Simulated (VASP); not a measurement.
# K2NaRhSe6 (Fm-3m) in VASP: single point with PBE

Aim: the single point of K2NaRhSe6 with PBE.

Program: VASP 6.6.1. These are calculated values, not measurements. Logs are shortened: lines on timing, memory, paths and dates and some standing lists are left out, and cuts for length are marked.

### Step 1. The cell of the first run

It takes space group Fm-3m (No. 225, cubic). Conventional cell: a = 9.629 Å, b = 9.629 Å, c = 9.629 Å, α = 90.00°, β = 90.00°, γ = 90.00°. Within 4.5 Å of K (site symmetry -43m) lie 12 Se at 3.41 Å and 4 Rh at 4.17 Å and 4 Na at 4.17 Å. Within 3.0 Å of Se (site symmetry 4mm) lie 1 Rh at 2.29 Å and 1 Na at 2.52 Å. Rh (site symmetry m-3m) has 6 Se at 2.29 Å within 3.0 Å. Na (site symmetry m-3m) has 6 Se at 2.52 Å within 3.3 Å.

### Step 2. Single point, PBE

POSCAR reads:

```
K2NaRhSe6
1.0
    0.0000000000      4.8143490000      4.8143490000
    4.8143490000      0.0000000000      4.8143490000
    4.8143490000      4.8143490000      0.0000000000
K Se Rh Na
2 6 1 1
Direct
    0.2500000000      0.2500000000      0.2500000000
    0.7500000000      0.7500000000      0.7500000000
    0.7620000000      0.2380000000      0.2380000000
    0.2380000000      0.7620000000      0.2380000000
    0.2380000000      0.7620000000      0.7620000000
    0.7620000000      0.2380000000      0.7620000000
    0.2380000000      0.2380000000      0.7620000000
    0.7620000000      0.7620000000      0.2380000000
    0.0000000000      0.0000000000      0.0000000000
    0.5000000000      0.5000000000      0.5000000000
```

INCAR.step1 reads:

```
SYSTEM = K2NaRhSe6
PREC     = Accurate       ! precision mode
ENCUT    = 520            ! plane-wave cutoff, eV
EDIFF    = 1E-7           ! SCF threshold, eV
ISMEAR   = -1             ! smearing method
SIGMA    = 0.0358         ! smearing width, eV
LREAL    = .FALSE.        ! projectors in reciprocal space
LASPH    = .TRUE.         ! aspherical terms in the spheres
NELM     = 60             ! most SCF steps
ALGO     = Normal         ! electronic algorithm
ISIF     = 2              ! what is computed and relaxed
LWAVE    = .FALSE.        ! write WAVECAR
LCHARG   = .TRUE.         ! write CHGCAR
LMAXMIX  = 4              ! l up to which the mixer works
GGA      = PE             ! functional
NBANDS   = 49             ! bands
```

KPOINTS.step1 reads:

```
regular mesh
0
G
  6 6 6
  0 0 0
```

INCAR.step2 reads:

```
SYSTEM = K2NaRhSe6
PREC     = Accurate       ! precision mode
ENCUT    = 520            ! plane-wave cutoff, eV
EDIFF    = 1E-7           ! SCF threshold, eV
ISMEAR   = -5             ! smearing method
SIGMA    = 0.0358         ! smearing width, eV
LREAL    = .FALSE.        ! projectors in reciprocal space
LASPH    = .TRUE.         ! aspherical terms in the spheres
NELM     = 60             ! most SCF steps
ALGO     = Normal         ! electronic algorithm
ISIF     = 2              ! what is computed and relaxed
LWAVE    = .FALSE.        ! write WAVECAR
LCHARG   = .FALSE.        ! write CHGCAR
LMAXMIX  = 4              ! l up to which the mixer works
GGA      = PE             ! functional
LORBIT   = 10             ! projections on sites
NBANDS   = 49             ! bands
NEDOS    = 2001           ! points of the DOS
ICHARG   = 11             ! starting density
```

KPOINTS.step2 reads:

```
regular mesh
0
G
  9 9 9
  0 0 0
```

Potentials or basis: VASP PAW PBE potentials, release 64 (K_sv, Se, Rh_pv, Na_pv).

Command:

```
$ cat potpaw_PBE.64/K_sv/POTCAR potpaw_PBE.64/Se/POTCAR potpaw_PBE.64/Rh_pv/POTCAR potpaw_PBE.64/Na_pv/POTCAR > POTCAR
$ cp INCAR.step1 INCAR
$ cp KPOINTS.step1 KPOINTS
$ mpirun -np 1 vasp_std > vasp.out
$ cp INCAR.step2 INCAR
$ cp KPOINTS.step2 KPOINTS
$ mpirun -np 1 vasp_std > vasp.out
```

OUTCAR:

```text
SYSTEM = K2NaRhSe6
   PREC = Accurate
   ENCUT = 520
   EDIFF = 1E-7
   ISMEAR = -5
   LREAL = .FALSE.
   LASPH = .TRUE.
   NELM = 60
   ISIF = 2
   GGA = PE
   LORBIT = 10
   ICHARG = 11

 ion  position               nearest neighbor table
   1  0.250  0.250  0.250-
   2  0.750  0.750  0.750-
   3  0.762  0.238  0.238-   9 2.29  10 2.52
   4  0.238  0.762  0.238-   9 2.29  10 2.52
   5  0.238  0.762  0.762-   9 2.29  10 2.52
   6  0.762  0.238  0.762-   9 2.29  10 2.52
   7  0.238  0.238  0.762-   9 2.29  10 2.52
   8  0.762  0.762  0.238-   9 2.29  10 2.52
   9  0.000  0.000  0.000-   3 2.29   4 2.29   5 2.29   6 2.29   7 2.29   8 2.29
  10  0.500  0.500  0.500-   3 2.52   4 2.52   5 2.52   6 2.52   7 2.52   8 2.52

  LATTYP: Found a face centered cubic cell.
 ALAT       =     9.6286980000

  Lattice vectors:

 A1 = (   0.0000000000,   4.8143490000,   4.8143490000)
 A2 = (   4.8143490000,   0.0000000000,   4.8143490000)
 A3 = (   4.8143490000,   4.8143490000,   0.0000000000)

Analysis of symmetry for initial positions (statically):
=====================================================================
 Subroutine PRICEL returns:
 Original cell was already a primitive cell.

 Routine SETGRP: Setting up the symmetry group for a
 face centered cubic supercell.

 Subroutine GETGRP returns: Found 48 space group operations
 (whereof 48 operations were pure point group operations)
 out of a pool of 48 trial point group operations.

The static configuration has the point symmetry O_h .

Analysis of symmetry for dynamics (positions and initial velocities):
=====================================================================
 Subroutine PRICEL returns:
 Original cell was already a primitive cell.

 Routine SETGRP: Setting up the symmetry group for a
 face centered cubic supercell.

 Subroutine GETGRP returns: Found 48 space group operations
 (whereof 48 operations were pure point group operations)
 out of a pool of 48 trial point group operations.

The dynamic configuration has the point symmetry O_h .

 Subroutine INISYM returns: Found 48 space group operations
 (whereof 48 operations are pure point group operations),
 and found     1 'primitive' translations

----------------------------------------------------------------------------------------

                                     Primitive cell

  volume of cell :     223.1735

  direct lattice vectors                    reciprocal lattice vectors
     0.000000000  4.814349000  4.814349000    -0.103856202  0.103856202  0.103856202
     4.814349000  0.000000000  4.814349000     0.103856202 -0.103856202  0.103856202
     4.814349000  4.814349000  0.000000000     0.103856202  0.103856202 -0.103856202

  length of vectors
     6.808517650  6.808517650  6.808517650     0.179884218  0.179884218  0.179884218

  position of ions in fractional coordinates (direct lattice)
     0.250000000  0.250000000  0.250000000
     0.750000000  0.750000000  0.750000000
     0.762000000  0.238000000  0.238000000
     0.238000000  0.762000000  0.238000000
     0.238000000  0.762000000  0.762000000
     0.762000000  0.238000000  0.762000000
     0.238000000  0.238000000  0.762000000
     0.762000000  0.762000000  0.238000000
     0.000000000  0.000000000  0.000000000
     0.500000000  0.500000000  0.500000000

  ion indices of the primitive-cell ions
   primitive index   ion index
                 1           1
                 2           2
                 3           3
                 4           4
                 5           5
                 6           6
                 7           7
                 8           8
                 9           9
                10          10

----------------------------------------------------------------------------------------

 KPOINTS: regular mesh

Automatic generation of k-mesh.
 Grid dimensions read from file:
 generate k-points for:    9    9    9

 Generating k-lattice:

  Cartesian coordinates                     Fractional coordinates (reciprocal lattice)
    -0.011539578  0.011539578  0.011539578     0.111111111  0.000000000  0.000000000
     0.011539578 -0.011539578  0.011539578     0.000000000  0.111111111  0.000000000
     0.011539578  0.011539578 -0.011539578     0.000000000  0.000000000  0.111111111

  Length of vectors
     0.019987135  0.019987135  0.019987135

  Shift w.r.t. Gamma in fractional coordinates (k-lattice)
     0.000000000  0.000000000  0.000000000

 TETIRR: Found    115 inequivalent tetrahedra from     4374

 Subroutine IBZKPT returns following result:
 ===========================================

 Found     35 irreducible k-points:

 Following reciprocal coordinates:
            Coordinates               Weight
  0.000000  0.000000  0.000000      1.000000
  0.111111  0.000000  0.000000      8.000000
  0.222222  0.000000  0.000000      8.000000
  0.333333  0.000000  0.000000      8.000000
  0.444444  0.000000  0.000000      8.000000
  0.111111  0.111111  0.000000      6.000000
[... 16 lines left out ...]
 -0.333333  0.333333  0.000000     12.000000
  0.444444  0.444444  0.000000      6.000000
 [... further k-points ...]
   k-points           NKPTS =     35   k-points in BZ     NKDIM =     35   number of bands    NBANDS=     49
   number of dos      NEDOS =   2001   number of ions     NIONS =     10
   total plane-waves  NPLWV = 157464
   dimension x,y,z NGX =    54 NGY =   54 NGZ =   54
   dimension x,y,z NGXF=   108 NGYF=  108 NGZF=  108
   ions per type =               2   6   1   1
   NGX,Y,Z   is equivalent  to a cutoff of  13.19, 13.19, 13.19 a.u.
   NGXF,Y,Z  is equivalent  to a cutoff of  26.37, 26.37, 26.37 a.u.
 SYSTEM =  K2NaRhSe6
   PREC   = accura    normal or accurate (medium, high low for compatibility)
   ISTART =      0    job   : 0-new  1-cont  2-samecut
   ICHARG =     11    charge: 1-file 2-atom 10-const
   ISPIN  =      1    spin polarized calculation?
   LNONCOLLINEAR =      F non collinear calculations
   LSORBIT =      F    spin-orbit coupling
   LASPH  =      T    aspherical Exc in radial PAW
   ENCUT  =  520.0 eV  38.22 Ry    6.18 a.u.  12.66 12.66 12.66*2*pi/ulx,y,z
   NELM   =     60;   NELMIN=  2; NELMDL=  0     # of ELM steps
   EDIFF  = 0.1E-06   stopping-criterion for ELM
   LREAL  =      F    real-space projection
   EDIFFG = 0.1E-05   stopping-criterion for IOM
   NSW    =      0    number of steps for IOM
   IBRION =     -1    ionic relax: 0-MD 1-quasi-New 2-CG
   NFREE  =      0    steps in history (QN), initial steepest desc. (CG)
   ISIF   =      2    stress and relaxation
   ISYM   =      2    0-nonsym 1-usesym 2-fastsym
   POTIM  = 0.5000    time-step for ionic-motion
   TEBEG  =    0.0;   TEEND  =   0.0 temperature during run
   PSTRESS=    0.0 pullay stress
   NELECT =      76.0000    total number of electrons
   NUPDOWN=      -1.0000    fix difference up-down
   EMIN   =  10.00;   EMAX   =-10.00  energy-range for DOS
   EFERMI =   0.00;   METHOD = LEGACY
   ISMEAR =    -5;   SIGMA  =   0.04  broadening in eV -4-tet -1-fermi 0-gaus
   EFERMI_NEDOS =   21; number of points for ismear=-14 and -15
   IALGO  =     38    algorithm
   IMIX   =      4    mixing-type and parameters
     AMIX     =   0.40;   BMIX     =  1.00
     AMIX_MAG =   1.60;   BMIX_MAG =  1.00
  volume/ion in A,a.u.               =      22.32       150.60
  Fermi-wavevector in a.u.,A,eV,Ry     =   1.143225  2.160382 17.782323  1.306964
  Thomas-Fermi vector in A             =   2.279921
   LORBIT       =     10    0 simple, 1 ext, 2 COOP (PROOUT), +10 PAW based schemes
   GGA     = PE    functional components
   LHFCALC =     F    Hartree Fock is set to
   AEXX    =    0.0000 exact exchange contribution
   IVDW    =     0    specifies the selected vdW correction
   LEPSILON=     F    determine dielectric tensor
   LRPA    =     F    only Hartree local field effects (RPA)
 non-spin polarized calculation
 Fermi weights with tetrahedron method with Bloechl corrections
  energy-cutoff  :      520.00
  volume of cell :      223.17
 maximum number of plane-waves:      6046
 NGX is ok and might be reduce to    54

 number of electron      75.9999997 magnetization

 Free energy of the ion-electron system (eV)
  ---------------------------------------------------
  ext. energy  EPLUGINS =         0.00000000
  ---------------------------------------------------
  free energy    TOTEN  =       -32.34951774 eV

  energy without entropy =      -32.34951774  energy(sigma->0) =      -32.34951774

 E-fermi :   3.2969     XC(G=0):  -9.6139

 val. band max:        3.3063740387   @ k =  -0.2222   0.1111   0.0000
 cond. band min:       3.2947494425   @ k =  -0.4444   0.3333   0.0000
 fundamental gap:     -0.0116245962
 Fermi energy:         3.2969497839

 k-point     1 :       0.0000    0.0000    0.0000
  band No.  band energies     occupation
      1     -43.9338      2.00000
      2     -43.9338      2.00000
      3     -43.9338      2.00000
      4     -25.9593      2.00000
      5     -25.9547      2.00000
      6     -20.0511      2.00000
[... 41 lines left out ...]
     48       9.2908      0.00000
     49       9.3226      0.00000

 k-point     2 :       0.1111    0.0000    0.0000
  band No.  band energies     occupation
      1     -43.9338      2.00000
      2     -43.9338      2.00000
      3     -43.9338      2.00000
      4     -25.9591      2.00000
      5     -25.9549      2.00000
      6     -20.0511      2.00000
[... 41 lines left out ...]
     48       9.3607      0.00000
     49       9.4030      0.00000

 k-point     3 :       0.2222    0.0000    0.0000
  band No.  band energies     occupation
      1     -43.9338      2.00000
      2     -43.9338      2.00000
      3     -43.9338      2.00000
      4     -25.9587      2.00000
      5     -25.9552      2.00000
      6     -20.0512      2.00000
[... 1081 lines left out ...]
     48      10.2774      0.00000
     49      10.5455      0.00000

 k-point    24 :       0.4444    0.4444    0.0000
  band No.  band energies     occupation
      1     -43.9339      2.00000
      2     -43.9339      2.00000
      3     -43.9338      2.00000
      4     -25.9577      2.00000
      5     -25.9561      2.00000
      6     -20.0512      2.00000
[... 41 lines left out ...]
     48      10.6260      0.00000
     49      10.6580      0.00000

 [... further k-points ...]

------------------------ aborting loop because EDIFF is reached ----------------------------------------

  FORCE on cell =-STRESS in cart. coord.  units (eV):
  Direction    XX          YY          ZZ          XY          YZ          ZX
  --------------------------------------------------------------------------------------
  -------------------------------------------------------------------------------------
  Total       20.3139499     20.3139499     20.3139499      0.0000000      0.0000000      0.0000000
  in kB      145.8351638    145.8351638    145.8351638      0.0000000      0.0000000      0.0000000
  external PRESSURE =     145.8351638 kB  Pullay stress =       0.0000000 kB

 VOLUME and BASIS-vectors are now :
 -----------------------------------------------------------------------------
  energy-cutoff  :      520.00
  volume of cell :      223.17
      direct lattice vectors                 reciprocal lattice vectors
     0.000000000  4.814349000  4.814349000    -0.103856202  0.103856202  0.103856202
     4.814349000  0.000000000  4.814349000     0.103856202 -0.103856202  0.103856202
     4.814349000  4.814349000  0.000000000     0.103856202  0.103856202 -0.103856202

 POSITION                                       TOTAL-FORCE (eV/Angst)
 -----------------------------------------------------------------------------------
      2.40717      2.40717      2.40717         0.000000      0.000000     -0.000000
      7.22152      7.22152      7.22152         0.000000      0.000000     -0.000000
      2.29163      4.81435      4.81435         1.959038      0.000000     -0.000000
      4.81435      2.29163      4.81435         0.000000      1.959038     -0.000000
      7.33707      4.81435      4.81435        -1.959038      0.000000     -0.000000
      4.81435      7.33707      4.81435         0.000000     -1.959038     -0.000000
      4.81435      4.81435      2.29163         0.000000      0.000000      1.959038
      4.81435      4.81435      7.33707         0.000000      0.000000     -1.959038
      0.00000      0.00000      0.00000         0.000000      0.000000     -0.000000
      4.81435      4.81435      4.81435         0.000000      0.000000     -0.000000
 -----------------------------------------------------------------------------------
    total drift:                                0.000000      0.000000      0.000000

  FREE ENERGIE OF THE ION-ELECTRON SYSTEM (eV)
  ---------------------------------------------------
  free  energy   TOTEN  =       -32.3495177363 eV

  energy  without entropy=      -32.3495177363  energy(sigma->0) =      -32.34951774

 total charge

# of ion       s       p       d       tot
------------------------------------------
    1        1.962   5.580   0.040   7.581
    2        1.962   5.580   0.040   7.581
    3        1.490   2.294   0.041   3.825
    4        1.490   2.294   0.041   3.825
    5        1.490   2.294   0.041   3.825
    6        1.490   2.294   0.041   3.825
    7        1.490   2.294   0.041   3.825
    8        1.490   2.294   0.041   3.825
    9        0.460   6.478   7.365  14.304
   10        0.107   6.046   0.000   6.153
--------------------------------------------------
tot         13.433  37.447   7.689  58.569
```

Wall time 12 min (1 thread of Intel Xeon Platinum 8259CL at 2.50GHz (Skylake/Cascade Lake), shared host); peak memory 0.6 GiB.

Results:

| Property | Result |
| --- | --- |
| Valence electrons inside the program's atomic spheres | K 7.58; Se 3.83; Rh 14.30; Na 6.15 |

Caveat: tetrahedron occupations give inexact forces and stress in metals.
